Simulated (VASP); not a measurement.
# Zn (Fd-3m) in VASP: a series of runs

Zn is run at these levels: PBE; tasks: single point.

Everything below comes from runs of VASP 6.6.1. Logs are shortened: lines on timing, memory, paths and dates and some standing lists are left out, and cuts for length are marked.

### 1 The cell of the first run

It takes space group Fd-3m (No. 227, cubic). The conventional cell has a = 4.468 Å, b = 4.468 Å, c = 4.468 Å, α = 90.00°, β = 90.00°, γ = 90.00°. Within 2.6 Å of Zn (site symmetry -43m) lie 4 Zn at 1.93 Å.

### 2 Single point, PBE (volume scaled by 0.45)

Input file INCAR:

```
SYSTEM = Zn
PREC = Accurate
ENCUT = 520
EDIFF = 1E-6
ISMEAR = -1
SIGMA = 0.05
LREAL = .False.
LASPH = .True.
NELM = 60
ALGO = Normal
ISIF = 2
LWAVE = .False.
LCHARG = .True.
GGA = PE
LELF = .True.
LVHAR = .True.
NBANDS = 19
```

Input file KPOINTS:

```
Automatic mesh
0
Gamma
  12 12 12
  0 0 0
```

Input file POSCAR:

```
Zn
1.0
    0.0000000000      2.2339001696      2.2339001696
    2.2339001696      0.0000000000      2.2339001696
    2.2339001696      2.2339001696      0.0000000000
Zn
2
Direct
   -0.1250000000     -0.1250000000     -0.1250000000
    0.1250000000      0.1250000000      0.1250000000
```

Potentials or basis: VASP PAW PBE potentials, release 64 (Zn).

Run with:

```sh
$ cat potpaw_PBE.64/Zn/POTCAR > POTCAR
$ mpirun -np 1 vasp_std > vasp.out
```

OUTCAR:

```text
SYSTEM = Zn
   PREC = Accurate
   ENCUT = 520
   EDIFF = 1E-6
   ISMEAR = -1
   LREAL = .False.
   LASPH = .True.
   NELM = 60
   ISIF = 2
   GGA = PE

 ion  position               nearest neighbor table
   1  0.875  0.875  0.875-   2 1.93   2 1.93   2 1.93   2 1.93
   2  0.125  0.125  0.125-   1 1.93   1 1.93   1 1.93   1 1.93

  LATTYP: Found a face centered cubic cell.
 ALAT       =     4.4678003392

  Lattice vectors:

 A1 = (   0.0000000000,   2.2339001696,   2.2339001696)
 A2 = (   2.2339001696,   0.0000000000,   2.2339001696)
 A3 = (   2.2339001696,   2.2339001696,   0.0000000000)

Analysis of symmetry for initial positions (statically):
=====================================================================
 Subroutine PRICEL returns:
 Original cell was already a primitive cell.

 Routine SETGRP: Setting up the symmetry group for a
 face centered cubic supercell.

 Subroutine GETGRP returns: Found 48 space group operations
 (whereof 12 operations were pure point group operations)
 out of a pool of 48 trial point group operations.

The static configuration has the point symmetry D_3d.
 The point group associated with its full space group is O_h .

Analysis of symmetry for dynamics (positions and initial velocities):
=====================================================================
 Subroutine PRICEL returns:
 Original cell was already a primitive cell.

 Routine SETGRP: Setting up the symmetry group for a
 face centered cubic supercell.

 Subroutine GETGRP returns: Found 48 space group operations
 (whereof 12 operations were pure point group operations)
 out of a pool of 48 trial point group operations.

The dynamic configuration has the point symmetry D_3d.
 The point group associated with its full space group is O_h .

 Subroutine INISYM returns: Found 48 space group operations
 (whereof 12 operations are pure point group operations),
 and found     1 'primitive' translations

----------------------------------------------------------------------------------------

                                     Primitive cell

  volume of cell :      22.2957

  direct lattice vectors                    reciprocal lattice vectors
     0.000000000  2.233900170  2.233900170    -0.223823789  0.223823789  0.223823789
     2.233900170  0.000000000  2.233900170     0.223823789 -0.223823789  0.223823789
[... 75 lines left out ...]
 SYSTEM =  Zn
   PREC   = accura    normal or accurate (medium, high low for compatibility)
   ISTART =      0    job   : 0-new  1-cont  2-samecut
   ICHARG =      2    charge: 1-file 2-atom 10-const
   ISPIN  =      1    spin polarized calculation?
   LNONCOLLINEAR =      F non collinear calculations
   LSORBIT =      F    spin-orbit coupling
   LASPH  =      T    aspherical Exc in radial PAW
   ENCUT  =  520.0 eV  38.22 Ry    6.18 a.u.   5.87  5.87  5.87*2*pi/ulx,y,z
   NELM   =     60;   NELMIN=  2; NELMDL= -5     # of ELM steps
   EDIFF  = 0.1E-05   stopping-criterion for ELM
   LREAL  =      F    real-space projection
   EDIFFG = 0.1E-04   stopping-criterion for IOM
   NSW    =      0    number of steps for IOM
   IBRION =     -1    ionic relax: 0-MD 1-quasi-New 2-CG
   NFREE  =      0    steps in history (QN), initial steepest desc. (CG)
   ISIF   =      2    stress and relaxation
   ISYM   =      2    0-nonsym 1-usesym 2-fastsym
   POTIM  = 0.5000    time-step for ionic-motion
   TEBEG  =    0.0;   TEEND  =   0.0 temperature during run
   PSTRESS=    0.0 pullay stress
   NELECT =      24.0000    total number of electrons
   NUPDOWN=      -1.0000    fix difference up-down
   EMIN   =  10.00;   EMAX   =-10.00  energy-range for DOS
   EFERMI =   0.00;   METHOD = LEGACY
   ISMEAR =    -1;   SIGMA  =   0.05  broadening in eV -4-tet -1-fermi 0-gaus
   EFERMI_NEDOS =   21; number of points for ismear=-14 and -15
   IALGO  =     38    algorithm
   IMIX   =      4    mixing-type and parameters
     AMIX     =   0.40;   BMIX     =  1.00
     AMIX_MAG =   1.60;   BMIX_MAG =  1.00
  volume/ion in A,a.u.               =      11.15        75.23
  Fermi-wavevector in a.u.,A,eV,Ry     =   1.677792  3.170567 38.300215  2.814986
  Thomas-Fermi vector in A             =   2.761996
   LORBIT       =      0    0 simple, 1 ext, 2 COOP (PROOUT), +10 PAW based schemes
   GGA     = PE    functional components
   LHFCALC =     F    Hartree Fock is set to
   AEXX    =    0.0000 exact exchange contribution
   IVDW    =     0    specifies the selected vdW correction
   LEPSILON=     F    determine dielectric tensor
   LRPA    =     F    only Hartree local field effects (RPA)
 non-spin polarized calculation
  energy-cutoff  :      520.00
  volume of cell :       22.30
 maximum number of plane-waves:       620
   NGX = 11   NGY = 11   NGZ = 11

 number of electron      23.9999972 magnetization

 Free energy of the ion-electron system (eV)
  ---------------------------------------------------
  ext. energy  EPLUGINS =         0.00000000
  ---------------------------------------------------
  free energy    TOTEN  =         4.87999604 eV

  energy without entropy =        4.88670110  energy(sigma->0) =        4.88334857

 E-fermi :   5.5834     XC(G=0): -13.0319

 val. band max:        5.5567928249   @ k =  -0.3333   0.4167   0.1667
 cond. band min:       5.6255305750   @ k =  -0.4167   0.3333   0.1667
 fundamental gap:      0.0687377501
 Fermi energy:         5.5833771275

 k-point     1 :       0.0000    0.0000    0.0000
  band No.  band energies     occupation
      1      -7.4434      2.00000
      2      -5.1566      2.00000
      3      -5.1566      2.00000
      4      -5.1021      2.00000
      5      -5.1021      2.00000
      6      -5.1021      2.00000
[... 505 lines left out ...]
      6      -4.5151      2.00000
[... 11 lines left out ...]
     18      23.3260      0.00000
     19      25.5714      0.00000

 [... further k-points ...]
[... 5 lines left out ...]
  --------------------------------------------------------------------------------------
  -------------------------------------------------------------------------------------
  Total       21.8451638     21.8451638     21.8451638      0.0000000      0.0000000     -0.0000000
  in kB     1569.8010294   1569.8010294   1569.8010294      0.0000000      0.0000000     -0.0000000
  external PRESSURE =    1569.8010294 kB  Pullay stress =       0.0000000 kB

 VOLUME and BASIS-vectors are now :
 -----------------------------------------------------------------------------
  energy-cutoff  :      520.00
  volume of cell :       22.30
      direct lattice vectors                 reciprocal lattice vectors
     0.000000000  2.233900170  2.233900170    -0.223823789  0.223823789  0.223823789
     2.233900170  0.000000000  2.233900170     0.223823789 -0.223823789  0.223823789
     2.233900170  2.233900170  0.000000000     0.223823789  0.223823789 -0.223823789

 POSITION                                       TOTAL-FORCE (eV/Angst)
 -----------------------------------------------------------------------------------
      3.90933      3.90933      3.90933         0.000000      0.000000      0.000000
      0.55848      0.55848      0.55848        -0.000000     -0.000000     -0.000000
 -----------------------------------------------------------------------------------
    total drift:                                0.000000      0.000000      0.000000

  FREE ENERGIE OF THE ION-ELECTRON SYSTEM (eV)
  ---------------------------------------------------
  free  energy   TOTEN  =         4.8799960370 eV

  energy  without entropy=        4.8867011047  energy(sigma->0) =        4.88334857
```

It took 13 s on 1 thread of AMD EPYC 9R45 (Zen 5), shared host; peak memory 0.12 GiB.

Results:

| Quantity | Value |
| --- | --- |
| Free energy | 4.8800 eV |
| Pressure | 157.0 GPa |
| Band gap on the k mesh | zero (band 12 reaches 15.93 eV, above the bottom of band 13 at 3.12 eV) |

### 3 Single point, PBE (volume scaled by 0.55)

Changes to INCAR since step 2:

```diff
@@ -8,3 +8,3 @@
 LASPH = .True.
-NELM = 60
+NELM = 80
 ALGO = Normal
```

KPOINTS is that of step 2.

Input file POSCAR:

```
Zn
1.0
    0.0000000000      2.3884371612      2.3884371612
    2.3884371612      0.0000000000      2.3884371612
    2.3884371612      2.3884371612      0.0000000000
Zn
2
Direct
   -0.1250000000     -0.1250000000     -0.1250000000
    0.1250000000      0.1250000000      0.1250000000
```

Potentials or basis: VASP PAW PBE potentials, release 64 (Zn).

Run with:

```sh
$ cat potpaw_PBE.64/Zn/POTCAR > POTCAR
$ mpirun -np 1 vasp_std > vasp.out
```

OUTCAR:

```text
SYSTEM = Zn
   PREC = Accurate
   ENCUT = 520
   EDIFF = 1E-6
   ISMEAR = -1
   LREAL = .False.
   LASPH = .True.
   NELM = 80
   ISIF = 2
   GGA = PE

 ion  position               nearest neighbor table
   1  0.875  0.875  0.875-   2 2.07   2 2.07   2 2.07   2 2.07
   2  0.125  0.125  0.125-   1 2.07   1 2.07   1 2.07   1 2.07

  LATTYP: Found a face centered cubic cell.
 ALAT       =     4.7768743224

  Lattice vectors:

 A1 = (   0.0000000000,   2.3884371612,   2.3884371612)
[... 191 lines left out ...]
      4      -5.7680      2.00000
      5      -5.7525      2.00000
      6      -5.7525      2.00000
[... 505 lines left out ...]
      6      -5.2881      2.00000
[... 11 lines left out ...]
     18      19.3315      0.00000
     19      21.3569      0.00000

 [... further k-points ...]
[... 5 lines left out ...]
  --------------------------------------------------------------------------------------
  -------------------------------------------------------------------------------------
  Total       12.3348485     12.3348485     12.3348485      0.0000000     -0.0000000      0.0000000
  in kB      725.2253037    725.2253037    725.2253037      0.0000000     -0.0000000      0.0000000
  external PRESSURE =     725.2253037 kB  Pullay stress =       0.0000000 kB

 VOLUME and BASIS-vectors are now :
 -----------------------------------------------------------------------------
  energy-cutoff  :      520.00
  volume of cell :       27.25
      direct lattice vectors                 reciprocal lattice vectors
     0.000000000  2.388437161  2.388437161    -0.209341911  0.209341911  0.209341911
     2.388437161  0.000000000  2.388437161     0.209341911 -0.209341911  0.209341911
     2.388437161  2.388437161  0.000000000     0.209341911  0.209341911 -0.209341911

 POSITION                                       TOTAL-FORCE (eV/Angst)
 -----------------------------------------------------------------------------------
      4.17977      4.17977      4.17977         0.000000      0.000000      0.000000
      0.59711      0.59711      0.59711        -0.000000     -0.000000     -0.000000
 -----------------------------------------------------------------------------------
    total drift:                                0.000000     -0.000000     -0.000000

  FREE ENERGIE OF THE ION-ELECTRON SYSTEM (eV)
  ---------------------------------------------------
  free  energy   TOTEN  =         1.5131682768 eV

  energy  without entropy=        1.5188980913  energy(sigma->0) =        1.51603318
```

OSZICAR:

```text
N       E                     dE             d eps       ncg     rms          rms(c)
DAV:   1     0.116630743493E+03    0.11663E+03   -0.12321E+04  2872   0.208E+03
DAV:   2     0.705680392949E+01   -0.10957E+03   -0.10608E+03  2765   0.304E+02
DAV:   3     0.124379620072E+01   -0.58130E+01   -0.57881E+01  2992   0.752E+01
DAV:   4     0.120655400152E+01   -0.37242E-01   -0.37234E-01  2978   0.622E+00
DAV:   5     0.120650518720E+01   -0.48814E-04   -0.48814E-04  2973   0.210E-01    0.851E+00
DAV:   6     0.147028512766E+01    0.26378E+00   -0.70427E-01  3362   0.194E+01    0.530E+00
DAV:   7     0.150330410359E+01    0.33019E-01   -0.34114E-02  2847   0.279E+00    0.234E+00
DAV:   8     0.151317692639E+01    0.98728E-02   -0.25043E-03  3592   0.830E-01    0.593E-02
DAV:   9     0.151316750468E+01   -0.94217E-05   -0.27336E-04  3311   0.161E-01    0.366E-02
DAV:  10     0.151316686412E+01   -0.64056E-06   -0.21560E-05  2938   0.432E-02    0.527E-03
DAV:  11     0.151316807902E+01    0.12149E-05   -0.12706E-07  1682   0.857E-03    0.172E-03
DAV:  12     0.151316827676E+01    0.19774E-06   -0.82612E-08  1506   0.517E-03
   1 F= 0.15131683E+01 E0= 0.15160332E+01  d E =-.572981E-02
```

Run time: 20 s. Hardware: 1 thread of AMD EPYC 9R45 (Zen 5), shared host; peak memory 0.14 GiB.

What came out:

- Free energy: 1.5132 eV
- Pressure: 72.5 GPa
- Band gap on the k mesh: zero (band 12 reaches 12.41 eV, above the bottom of band 13 at 1.88 eV)

Levels at points of the mesh, in eV from the Fermi level:
| k point | band 9 | band 10 | band 11 | band 12 | band 13 | band 14 | band 15 | band 16 |
| --- | --- | --- | --- | --- | --- | --- | --- | --- |
| (0.00, 0.00, 0.00) | -7.96 | -7.25 | -7.25 | 8.75 | 8.75 | 8.75 | 9.71 | 9.71 |
| (0.50, 0.00, 0.00) | -7.32 | -7.32 | -5.29 | -5.01 | 5.42 | 5.42 | 10.21 | 10.21 |
| (0.50, 0.50, 0.00) | -7.21 | -7.21 | -3.63 | -3.63 | 1.23 | 1.23 | 6.33 | 6.33 |
